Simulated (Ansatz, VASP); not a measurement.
# Two plane-wave programs on Ge

```
CELL_PARAMETERS angstrom
4.14900 0.00000 0.00000
-2.07450 3.59314 0.00000
0.00000 0.00000 28.00000
ATOMIC_POSITIONS crystal
Ge 0.33333 0.66667 0.51020
Ge 0.66667 0.33333 0.48980
```

Alike in both runs: task single point; functional LDA; k mesh 12 × 12 × 1; occupations gaussian, width 0.1 eV; no spin polarisation.

```csv
,VASP,Ansatz
version,VASP 6.6.1,Ansatz 0.2.0
potentials or method,"VASP PAW LDA potentials, release 64 (Ge_d), cutoff 520 eV","scalar-relativistic, plane waves, PAW"
valence electrons in the cell,28,28
```

```csv
,VASP,Ansatz,Ansatz less VASP
gap on the k mesh at the Fermi level (eV),none,none,-
rms of the force components (eV/Å),0.008,0.006,-0.0029
```

Ansatz warns that its potentials were made for another functional, while VASP's fit it. LDA's correlation is that of Perdew and Zunger in VASP and of Perdew and Wang (1992) in Ansatz. Atom by atom the forces differ by 0.003 eV/Å (rms over components). A gap of «none» marks a metal or a gap that the smearing closes.
